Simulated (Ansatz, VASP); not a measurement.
# C: VASP beside Ansatz

File INCAR:

```
SYSTEM = C
ALGO = Normal ; EDIFF = 1E-7
ENCUT = 520 ; GGA = PS
ISIF = 2 ; ISMEAR = 0
LASPH = .TRUE. ; LCHARG = .TRUE.
LELF = .TRUE. ; LREAL = .FALSE.
LVHAR = .TRUE. ; LWAVE = .FALSE.
NBANDS = 16 ; NELM = 60
PREC = Accurate ; SIGMA = 0.15
```

The input KPOINTS:

```
k-points
0
G
  18 18 6
  0 0 0
```

File POSCAR:

```
C
1.0
    2.4587330167      0.0000000000      0.0000000000
   -1.2293665084      2.1293252536      0.0000000000
    0.0000000000      0.0000000000      7.2458067263
C
4
Direct
   -0.1065622550      0.1333631704      0.0025000000
    0.1065622550     -0.1333631704      0.5025000000
    0.2267611591      0.8000422510      0.0025000000
    0.7732388409      0.1999577490      0.5025000000
```

Input for Ansatz:

```yaml
crystal:
  lattice:
    - [2.4587330167, 0.0, 0.0]
    - [-1.2293665084, 2.1293252536, 0.0]
    - [0.0, 0.0, 7.2458067263]
  atoms:
    - { symbol: C, position: [-0.106562255, 0.1333631704, 0.0025] }
    - { symbol: C, position: [0.106562255, -0.1333631704, 0.5025] }
    - { symbol: C, position: [0.2267611591, 0.800042251, 0.0025] }
    - { symbol: C, position: [0.7732388409, 0.199957749, 0.5025] }
basis:
  ecutwfc: 520.0
kpoints:
  mp_grid: { grid: [18, 18, 6] }
hamiltonian:
  xc: pbesol
  pseudopotentials: { kind: paw, azcp: { folder: soft_1 } }
scf:
  occupations: { method: gaussian, width: 0.15 }
output:
  forces: true
  stress: true
  eigenvalues: true
```

Change from the starting cell: mode 4 frozen in at -0.426 Å and mode 5 at +0.284 Å (largest displacements).

Alike in both runs: task single point; functional PBEsol; k mesh 18 × 18 × 6; occupations gaussian, width 0.15 eV; no spin polarisation.

|  | VASP | Ansatz |
| --- | --- | --- |
| version | VASP 6.6.1 | Ansatz 0.2.0 |
| potentials or method | VASP PAW PBE potentials, release 64 (C), cutoff 520 eV | scalar-relativistic, plane waves, PAW |
| valence electrons in the cell | 16 | 16 |

|  | VASP | Ansatz | Ansatz less VASP |
| --- | --- | --- | --- |
| gap on the k mesh at the Fermi level (eV) | none | none | - |
| pressure (GPa) | 0.9 | 0.2 | -0.68 |
| traceless stress, the component that is largest in VASP (GPa) | -0.05 | 0.70 | +0.746 |
| rms of the force components (eV/Å) | 0.006 | 0.006 | -0.0001 |

VASP's potentials were made for PBE, not for PBEsol, and Ansatz warns of the same on its side. Atom by atom the forces differ by 0.000 eV/Å (rms over components). A gap of «none» marks a metal or a gap that the smearing closes.
